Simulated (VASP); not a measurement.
# TiTe2 (P-3m1) in VASP: single point with PBE-based screened hybrid with 20 % exact exchange

Aim: the single point of TiTe2 with PBE-based screened hybrid with 20 % exact exchange.

Everything below comes from runs of VASP 6.6.1. Logs are shortened: lines on timing, memory, paths and dates and some standing lists are left out, and cuts for length are marked.

### 1 The cell of the first run

Symmetry: P-3m1, No. 164, trigonal system. Conventional cell: a = 3.790 Å, b = 3.790 Å, c = 6.556 Å, α = 90.00°, β = 90.00°, γ = 120.00°. Within 3.6 Å of Ti (site symmetry -3m) lie 6 Te at 2.77 Å. Within 3.6 Å of Te (site symmetry 3m) lie 3 Ti at 2.77 Å.

### 2 Single point, PBE-based screened hybrid with 20 % exact exchange

File POSCAR:

```
TiTe2
1.0
    3.7903815437      0.0000000000      0.0000000000
   -1.8951907719      3.2825667069      0.0000000000
    0.0000000000      0.0000000000      6.5558879831
Ti Te
1 2
Direct
    0.0000000000      0.0000000000      0.0000000000
    0.6666666667      0.3333333333      0.2577957668
    0.3333333333      0.6666666667      0.7422042332
```

File INCAR.step1:

```
SYSTEM = TiTe2
PREC     = Accurate       ! precision mode
ENCUT    = 520            ! plane-wave cutoff, eV
EDIFF    = 1E-5           ! SCF threshold, eV
ISMEAR   = -1             ! smearing method
SIGMA    = 0.02           ! smearing width, eV
LREAL    = .False.        ! projectors in reciprocal space
LASPH    = .True.         ! aspherical terms in the spheres
NELM     = 80             ! most SCF steps
ALGO     = Normal         ! electronic algorithm
ISIF     = 2              ! what is computed and relaxed
LWAVE    = .True.         ! write WAVECAR
LCHARG   = .False.        ! write CHGCAR
NBANDS   = 19             ! bands
GGA      = PE             ! functional
```

File INCAR.step2:

```
SYSTEM = TiTe2
PREC     = Accurate       ! precision mode
ENCUT    = 520            ! plane-wave cutoff, eV
EDIFF    = 1E-6           ! SCF threshold, eV
ISMEAR   = -1             ! smearing method
SIGMA    = 0.02           ! smearing width, eV
LREAL    = .False.        ! projectors in reciprocal space
LASPH    = .True.         ! aspherical terms in the spheres
NELM     = 80             ! most SCF steps
ALGO     = Normal         ! electronic algorithm
ISIF     = 2              ! what is computed and relaxed
LWAVE    = .False.        ! write WAVECAR
LCHARG   = .False.        ! write CHGCAR
GGA      = PE             ! functional
LHFCALC  = .True.         ! exact exchange
AEXX     = 0.2            ! exact-exchange fraction
HFSCREEN = 0.3            ! screening, 1/A
PRECFOCK = Normal       
NBANDS   = 19             ! bands
ISTART   = 1
```

File KPOINTS:

```
regular mesh
0
Gamma
  6 6 2
  0 0 0
```

Potentials or basis: VASP PAW PBE potentials, release 64 (Ti_sv, Te).

Launch:

```console
cat potpaw_PBE.64/Ti_sv/POTCAR potpaw_PBE.64/Te/POTCAR > POTCAR
cp INCAR.step1 INCAR
mpirun -np 1 vasp_std > vasp.out
cp INCAR.step2 INCAR
mpirun -np 1 vasp_std > vasp.out
```

OUTCAR:

```text
SYSTEM = TiTe2
   PREC = Accurate
   ENCUT = 520
   EDIFF = 1E-6
   ISMEAR = -1
   LREAL = .False.
   LASPH = .True.
   NELM = 80
   ISIF = 2
   GGA = PE
   LHFCALC = .True.
   AEXX = 0.2
   HFSCREEN = 0.3
   PRECFOCK = Normal
   ISTART = 1

 ion  position               nearest neighbor table
   1  0.000  0.000  0.000-   2 2.77   3 2.77   2 2.77   3 2.77   2 2.77   3 2.77
   2  0.667  0.333  0.258-   1 2.77   1 2.77   1 2.77
   3  0.333  0.667  0.742-   1 2.77   1 2.77   1 2.77

  LATTYP: Found a hexagonal cell.
 ALAT       =     3.7903815437
 C/A-ratio  =     1.7296116255

  Lattice vectors:

 A1 = (   3.7903815437,   0.0000000000,   0.0000000000)
 A2 = (  -1.8951907719,   3.2825667069,   0.0000000000)
 A3 = (   0.0000000000,   0.0000000000,   6.5558879831)

Analysis of symmetry for initial positions (statically):
=====================================================================
 Subroutine PRICEL returns:
 Original cell was already a primitive cell.

 Routine SETGRP: Setting up the symmetry group for a
 hexagonal supercell.

 Subroutine GETGRP returns: Found 12 space group operations
 (whereof 12 operations were pure point group operations)
 out of a pool of 24 trial point group operations.

The static configuration has the point symmetry D_3d.

Analysis of symmetry for dynamics (positions and initial velocities):
=====================================================================
 Subroutine PRICEL returns:
 Original cell was already a primitive cell.

 Routine SETGRP: Setting up the symmetry group for a
 hexagonal supercell.

 Subroutine GETGRP returns: Found 12 space group operations
 (whereof 12 operations were pure point group operations)
 out of a pool of 24 trial point group operations.

The dynamic configuration has the point symmetry D_3d.

 Subroutine INISYM returns: Found 12 space group operations
 (whereof 12 operations are pure point group operations),
 and found     1 'primitive' translations

----------------------------------------------------------------------------------------

                                     Primitive cell

  volume of cell :      81.5695

  direct lattice vectors                    reciprocal lattice vectors
     3.790381544  0.000000000  0.000000000     0.263825683  0.152319829  0.000000000
    -1.895190772  3.282566707  0.000000000     0.000000000  0.304639658  0.000000000
     0.000000000  0.000000000  6.555887983     0.000000000  0.000000000  0.152534638

  length of vectors
     3.790381544  3.790381544  6.555887983     0.304639658  0.304639658  0.152534638

  position of ions in fractional coordinates (direct lattice)
     0.000000000  0.000000000  0.000000000
     0.666666667  0.333333333  0.257795767
     0.333333333  0.666666667  0.742204233

  ion indices of the primitive-cell ions
   primitive index   ion index
                 1           1
                 2           2
                 3           3

----------------------------------------------------------------------------------------

 KPOINTS: regular mesh

Automatic generation of k-mesh.
 Grid dimensions read from file:
 generate k-points for:    6    6    2

 Generating k-lattice:

  Cartesian coordinates                     Fractional coordinates (reciprocal lattice)
     0.043970947  0.025386638  0.000000000     0.166666667  0.000000000  0.000000000
     0.000000000  0.050773276  0.000000000     0.000000000  0.166666667  0.000000000
     0.000000000  0.000000000  0.076267319     0.000000000  0.000000000  0.500000000

  Length of vectors
     0.050773276  0.050773276  0.076267319

  Shift w.r.t. Gamma in fractional coordinates (k-lattice)
     0.000000000  0.000000000  0.000000000

 Subroutine IBZKPT returns following result:
 ===========================================

 Found     14 irreducible k-points:

 Following reciprocal coordinates:
            Coordinates               Weight
  0.000000  0.000000  0.000000      1.000000
  0.166667  0.000000  0.000000      6.000000
  0.333333  0.000000  0.000000      6.000000
  0.500000  0.000000  0.000000      3.000000
  0.166667  0.166667  0.000000      6.000000
  0.333333  0.166667  0.000000     12.000000
  0.333333  0.333333  0.000000      2.000000
  0.000000  0.000000  0.500000      1.000000
  0.166667  0.000000  0.500000      6.000000
  0.333333  0.000000  0.500000      6.000000
  0.500000  0.000000  0.500000      3.000000
  0.166667  0.166667  0.500000      6.000000
  0.333333  0.166667  0.500000     12.000000
  0.333333  0.333333  0.500000      2.000000
   k-points           NKPTS =     14   k-points in BZ     NKDIM =     72   number of bands    NBANDS=     19
   number of dos      NEDOS =    301   number of ions     NIONS =      3
   total plane-waves  NPLWV =  39200
   dimension x,y,z NGX =    28 NGY =   28 NGZ =   50
   dimension x,y,z NGXF=    56 NGYF=   56 NGZF=  100
   ions per type =               1   2
   NGX,Y,Z   is equivalent  to a cutoff of  12.28, 12.28, 12.68 a.u.
   NGXF,Y,Z  is equivalent  to a cutoff of  24.56, 24.56, 25.36 a.u.
 SYSTEM =  TiTe2
   PREC   = accura    normal or accurate (medium, high low for compatibility)
   ISTART =      1    job   : 0-new  1-cont  2-samecut
   ICHARG =      0    charge: 1-file 2-atom 10-const
   ISPIN  =      1    spin polarized calculation?
   LNONCOLLINEAR =      F non collinear calculations
   LSORBIT =      F    spin-orbit coupling
   LASPH  =      T    aspherical Exc in radial PAW
   ENCUT  =  520.0 eV  38.22 Ry    6.18 a.u.   7.05  7.05 12.19*2*pi/ulx,y,z
   NELM   =     80;   NELMIN=  2; NELMDL=  0     # of ELM steps
   EDIFF  = 0.1E-05   stopping-criterion for ELM
   LREAL  =      F    real-space projection
   EDIFFG = 0.1E-04   stopping-criterion for IOM
   NSW    =      0    number of steps for IOM
   IBRION =     -1    ionic relax: 0-MD 1-quasi-New 2-CG
   NFREE  =      0    steps in history (QN), initial steepest desc. (CG)
   ISIF   =      2    stress and relaxation
   ISYM   =      3    0-nonsym 1-usesym 2-fastsym
   POTIM  = 0.5000    time-step for ionic-motion
   TEBEG  =    0.0;   TEEND  =   0.0 temperature during run
   PSTRESS=    0.0 pullay stress
   NELECT =      24.0000    total number of electrons
   NUPDOWN=      -1.0000    fix difference up-down
   EMIN   =  10.00;   EMAX   =-10.00  energy-range for DOS
   EFERMI =   0.00;   METHOD = LEGACY
   ISMEAR =    -1;   SIGMA  =   0.02  broadening in eV -4-tet -1-fermi 0-gaus
   EFERMI_NEDOS =   21; number of points for ismear=-14 and -15
   IALGO  =     38    algorithm
   IMIX   =      1    mixing-type and parameters
     AMIX     =   0.40;   BMIX     =  1.00
     AMIX_MAG =   1.60;   BMIX_MAG =  1.00
  volume/ion in A,a.u.               =      27.19       183.49
  Fermi-wavevector in a.u.,A,eV,Ry     =   1.088853  2.057634 16.131078  1.185601
  Thomas-Fermi vector in A             =   2.225044
   LORBIT       =      0    0 simple, 1 ext, 2 COOP (PROOUT), +10 PAW based schemes
   GGA     = PE    functional components
   LHFCALC =     T    Hartree Fock is set to
   PRECFOCK=normal    Normal, Fast or Accurate (Low or Medium for compatibility)
   ENCUT4O =  -1.0   cutoff for four orbital integrals eV
   NKREDX  =     1    reduce k-point grid by
   NKREDY  =     1    reduce k-point grid by
   NKREDZ  =     1    reduce k-point grid by
   AEXX    =    0.2000 exact exchange contribution
   HFSCREEN=    0.3000 screening length (either q_TF or 0.3 A-1)
   HFSCREENC=   0.3000 screening length for correlation (either q_TF or 0.3 A-1)
   ENCUTFOCK=  -1.0 apply spherical cutoff to Coloumb kernel
   IVDW    =     0    specifies the selected vdW correction
   LEPSILON=     F    determine dielectric tensor
   LRPA    =     F    only Hartree local field effects (RPA)
 non-spin polarized calculation
  energy-cutoff  :      520.00
  volume of cell :       81.57
 maximum number of plane-waves:      2220
  NGX = 24; NGY = 24; NGZ = 40

 number of electron      23.9999991 magnetization

 Free energy of the ion-electron system (eV)
  ---------------------------------------------------
  ext. energy  EPLUGINS =         0.00000000
  ---------------------------------------------------
  free energy    TOTEN  =       -18.52137569 eV

  energy without entropy =      -18.51890677  energy(sigma->0) =      -18.52014123

 E-fermi :   6.7152     XC(G=0):  -8.5606

 val. band max:        6.5739877238   @ k =   0.1667   0.0000   0.0000
 cond. band min:       6.7214307438   @ k =   0.5000   0.0000   0.0000
 fundamental gap:      0.1474430199
 Fermi energy:         6.7151518748

 k-point     1 :       0.0000    0.0000    0.0000
  band No.  band energies     occupation
      1     -54.9228      2.00000
      2     -29.8568      2.00000
      3     -29.8568      2.00000
      4     -29.8430      2.00000
      5      -6.8056      2.00000
      6      -5.2100      2.00000
[... 11 lines left out ...]
     18      11.8593      0.00000
     19      12.6545      0.00000

 k-point     2 :       0.1667    0.0000    0.0000
  band No.  band energies     occupation
      1     -54.9219      2.00000
      2     -29.8696      2.00000
      3     -29.8599      2.00000
      4     -29.8407      2.00000
      5      -6.4804      2.00000
      6      -5.0519      2.00000
[... 11 lines left out ...]
     18      12.9197      0.00000
     19      13.7461      0.00000

 k-point     3 :       0.3333    0.0000    0.0000
  band No.  band energies     occupation
      1     -54.9201      2.00000
      2     -29.8952      2.00000
      3     -29.8661      2.00000
      4     -29.8360      2.00000
      5      -5.6403      2.00000
      6      -4.7352      2.00000
[... 11 lines left out ...]
     18      12.3333      0.00000
     19      12.7247      0.00000

 k-point     4 :       0.5000    0.0000    0.0000
  band No.  band energies     occupation
      1     -54.9191      2.00000
      2     -29.9079      2.00000
      3     -29.8692      2.00000
      4     -29.8337      2.00000
      5      -4.9017      2.00000
      6      -4.7429      2.00000
[... 187 lines left out ...]
     18      13.4352      0.00000
     19      13.6243      0.00000

 k-point    13 :       0.3333    0.1667    0.5000
  band No.  band energies     occupation
      1     -54.9191      2.00000
      2     -29.9014      2.00000
      3     -29.8758      2.00000
      4     -29.8336      2.00000
      5      -4.8884      2.00000
      6      -4.7666      2.00000
[... 11 lines left out ...]
     18      12.0356      0.00000
     19      12.4348      0.00000

 k-point    14 :       0.3333    0.3333    0.5000
  band No.  band energies     occupation
      1     -54.9187      2.00000
      2     -29.8925      2.00000
      3     -29.8925      2.00000
      4     -29.8325      2.00000
      5      -4.6155      2.00000
      6      -4.6155      2.00000
[... 11 lines left out ...]
     18      12.5574      0.00000
     19      12.5574      0.00000

------------------------ aborting loop because EDIFF is reached ----------------------------------------

  FORCE on cell =-STRESS in cart. coord.  units (eV):
  Direction    XX          YY          ZZ          XY          YZ          ZX
  --------------------------------------------------------------------------------------
  -------------------------------------------------------------------------------------
  Total       -0.0311312     -0.0311312      0.2875623      0.0000000      0.0000000      0.0000000
  in kB       -0.6114737     -0.6114737      5.6482585      0.0000000      0.0000000      0.0000000
  external PRESSURE =       1.4751037 kB  Pullay stress =       0.0000000 kB

 VOLUME and BASIS-vectors are now :
 -----------------------------------------------------------------------------
  energy-cutoff  :      520.00
  volume of cell :       81.57
      direct lattice vectors                 reciprocal lattice vectors
     3.790381544  0.000000000  0.000000000     0.263825683  0.152319829  0.000000000
    -1.895190772  3.282566707  0.000000000     0.000000000  0.304639658  0.000000000
     0.000000000  0.000000000  6.555887983     0.000000000  0.000000000  0.152534638

 POSITION                                       TOTAL-FORCE (eV/Angst)
 -----------------------------------------------------------------------------------
      0.00000      0.00000      0.00000        -0.000000      0.000000      0.000000
      1.89519      1.09419      1.69008        -0.000000      0.000000     -0.075482
     -0.00000      2.18838      4.86581         0.000000     -0.000000      0.075482
 -----------------------------------------------------------------------------------
    total drift:                                0.000000     -0.000000      0.000004

  FREE ENERGIE OF THE ION-ELECTRON SYSTEM (eV)
  ---------------------------------------------------
  free  energy   TOTEN  =       -18.5213756924 eV

  energy  without entropy=      -18.5189067745  energy(sigma->0) =      -18.52014123
```

Run time: 52 min. Hardware: 1 thread of Intel Xeon Platinum 8488C (Sapphire Rapids), shared host; peak memory 0.33 GiB.

What came out:

```yaml
Free_energy: -18.5214 eV
Pressure: 0.1 GPa
Largest_force: 0.075 eV/Å
Band_gap_on_the_k_mesh: zero (bands 12 and 13 overlap by 0.64 eV)
```

Forces on the atoms (eV/Å):
```
Ti   0.000  0.000  0.000
Te   0.000  0.000 -0.075
Te   0.000  0.000  0.075
```

Stress tensor (GPa, compression positive):
```
-0.06  0.00  0.00
 0.00 -0.06  0.00
 0.00  0.00  0.56
```

Caveat: the k points lie up to 0.48 Å⁻¹ apart, too coarse for converged energies and pressures of a metal; the PAW data sets were made with another functional, which shifts forces and pressure a little; spin-orbit coupling is left out, which moves the levels of the heavy elements.

The gap in the log of VASP goes by the Fermi energy; the results here count the filled bands.